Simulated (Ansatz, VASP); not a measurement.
**CdSe in VASP and in Ansatz**

Contents of INCAR:

```
SYSTEM = CdSe
ALGO     = Normal         ! electronic algorithm
EDIFF    = 1E-6           ! SCF threshold, eV
ENCUT    = 520            ! plane-wave cutoff, eV
GGA      = PE             ! functional
ISIF     = 2              ! what is computed and relaxed
ISMEAR   = -1             ! smearing method
LASPH    = .TRUE.         ! aspherical terms in the spheres
LCHARG   = .FALSE.        ! write CHGCAR
LREAL    = .FALSE.        ! projectors in reciprocal space
LWAVE    = .FALSE.        ! write WAVECAR
NBANDS   = 16             ! bands
NELM     = 100            ! most SCF steps
PREC     = Accurate       ! precision mode
SIGMA    = 0.05           ! smearing width, eV
```

Contents of KPOINTS:

```
k-points
0
G
  12 12 12
  0 0 0
```

The input POSCAR:

```
CdSe
1.0
    3.4835774506      0.0000000000      0.0000000000
    0.0000000000      3.4835774506      0.0000000000
    0.0000000000      0.0000000000      3.4835774506
Cd Se
1 1
Direct
    0.0000000000      0.0000000000      0.0000000000
    0.5000000000      0.5000000000      0.5000000000
```

Input for Ansatz:

```yaml
crystal:
  lattice:
    - [3.4835774506, 0.0, 0.0]
    - [0.0, 3.4835774506, 0.0]
    - [0.0, 0.0, 3.4835774506]
  atoms:
    - { symbol: Cd, position: [0.0, 0.0, 0.0] }
    - { symbol: Se, position: [0.5, 0.5, 0.5] }
kpoints:
  mp_grid: { grid: [12, 12, 12] }
scf:
  occupations: { method: fermi_dirac, width: 0.05 }
hamiltonian:
  xc: pbe
  pseudopotentials: { kind: all_electron, lapw: { basis_error: 0.001 } }
output:
  forces: true
  stress: true
  eigenvalues: true
  populations: true
```

Change from the starting cell: volume scaled by 0.94, LAPW.

Alike in both runs: task single point; functional PBE; k mesh 12 × 12 × 12; occupations fermi-dirac, width 0.05 eV; no spin polarisation.

```csv
,VASP,Ansatz
version,VASP 6.6.1,Ansatz 0.2.0
potentials or method,"VASP PAW PBE potentials, release 64 (Cd, Se), cutoff 520 eV","all-electron LAPW, scalar-relativistic"
```

VASP gave:

* pressure (GPa): 4.6

Estimate Ansatz's values.

pressure (GPa): 4.2.

Ansatz ran all-electron here, and VASP with PAW potentials.
